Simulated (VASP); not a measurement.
Runs of VASP 6.6.1 on MgO. The structure is that of space group P6_3/mmc (No. 194), or close to it. The cells are those of the table. 

| task | level | potentials or basis | cell | k mesh | cutoff (eV) | smearing | k mesh for the DOS | occupations for the DOS | gap on the mesh (eV) | pressure (GPa) | relaxed volume (Å³/atom) |
| --- | --- | --- | --- | --- | --- | --- | --- | --- | --- | --- | --- |
| relaxation of cell and atoms | PBE | VASP PAW PBE potentials, release 64 (Mg, O) | relaxed from a = 3.521, b = 3.521, c = 4.237 Å, angles 90.0, 90.0, 120.0°, 4 atoms | 6 × 6 × 6 | 600 | gaussian 0.02 eV | - | - | 3.29 | 0.0 | 11.31 |
| single point | PBE | VASP PAW PBE potentials, release 64 (Mg, O) | a = 3.521, b = 3.521, c = 4.237 Å, angles 90.0, 90.0, 120.0°, 4 atoms | 6 × 6 × 4 | 520 | gaussian 0.1 eV | - | - | 3.26 | -0.5 | - |
| single point | LDA | VASP PAW LDA potentials, release 64 (Mg, O) | a = 3.521, b = 3.521, c = 4.237 Å, angles 90.0, 90.0, 120.0°, 4 atoms | 6 × 6 × 6 | 520 | gaussian 0.02 eV | - | - | (b) | -9.7 | - |
| single point | PBE | VASP PAW PBE potentials, release 64 (Mg, O) | a = 3.486, b = 3.486, c = 4.178 Å, angles 90.0, 90.0, 120.0°, 4 atoms | 6 × 6 × 4 | 520 | gaussian 0.1 eV | - | - | 3.44 | (a) | - |
| relaxation of cell and atoms | PBE | VASP PAW PBE potentials, release 64 (Mg, O) | relaxed from a = 3.486, b = 3.486, c = 4.178 Å, angles 90.0, 90.0, 120.0°, 4 atoms | 6 × 6 × 4 | 600 | gaussian 0.1 eV | - | - | 3.29 | 0.0 | 11.31 |
| single point | PBE | VASP PAW PBE potentials, release 64 (Mg, O) | a = 3.521, b = 3.521, c = 4.237 Å, angles 90.0, 90.0, 120.0°, 4 atoms | 6 × 6 × 6 | 520 | gaussian 0.02 eV | - | - | 3.26 | -0.5 | - |
| single point | r2SCAN | VASP PAW PBE potentials, release 64 (Mg, O) | a = 3.521, b = 3.521, c = 4.237 Å, angles 90.0, 90.0, 120.0°, 4 atoms | 6 × 6 × 6 | 520 | gaussian 0.02 eV | - | - | 3.90 | -5.1 | - |

Alike in all rows: no spin polarisation.

Task: Fill in the values left out.

Result: (a) 4.1; (b) 3.16.

Caveats: the PAW data sets were made with another functional, which shifts forces and pressure a little (some runs).

